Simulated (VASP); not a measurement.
Write the native input for VASP 6.6.1 that does the following.

```
Task                   : single point
Functional             : PBE
Potentials or basis    : VASP PAW PBE potentials, release 64 (Ge_d)
Cutoff                 : 520 eV
k mesh                 : 6 × 6 × 4
Occupations            : gaussian, width 0.02 eV
Spin                   : no spin polarisation
Dipole correction      : no
Further INCAR settings : ALGO = Normal; EDIFF = 1e-06; NBANDS = 96
```

The structure of Ge lies in POSCAR:

```
Ge
1.0
    6.0171365639      0.0000000000      0.0000000000
    0.0000000000      6.0171365639      0.0000000000
    0.0000000000      0.0000000000      7.1421419832
Ge
12
Direct
    0.0869077988      0.0869077988      0.0000000000
    0.4130922012      0.5869077988      0.7500000000
    0.9130922012      0.9130922012      0.5000000000
    0.5869077988      0.4130922012      0.2500000000
    0.1701412696      0.3703415519      0.2514490532
    0.1296584481      0.6701412696      1.0014490532
    0.8298587304      0.6296584481      0.7514490532
    0.8703415519      0.3298587304      0.5014490532
    0.6701412696      0.1296584481     -0.0014490532
    0.6296584481      0.8298587304      0.2485509468
    0.3298587304      0.8703415519      0.4985509468
    0.3703415519      0.1701412696      0.7485509468
```

These files were run (other wordings do the same):

INCAR

```
ALGO = Normal
EDIFF = 1E-6
ENCUT = 520
GGA = PE
ISIF = 2
ISMEAR = 0
LASPH = T
LCHARG = F
LREAL = F
LWAVE = F
NBANDS = 96
NELM = 60
PREC = Accurate
SIGMA = 0.02
```

KPOINTS

```
k-points
0
Gamma
  6 6 4
```

Potentials or basis: VASP PAW PBE potentials, release 64 (Ge_d).

Launch:

```sh
$ cat potpaw_PBE.64/Ge_d/POTCAR > POTCAR
$ mpirun -np 1 vasp_std > vasp.out
```

Results of the run:

| Item | Value |
| --- | --- |
| Pressure | 0.0 GPa |
| Largest force | 0.005 eV/Å |
| Band gap on the k mesh | 0.35 eV |

Run time: 21 min on 1 thread of Oxide Virtual Turin-like Processor (shared host), peak memory 0.6 GiB.
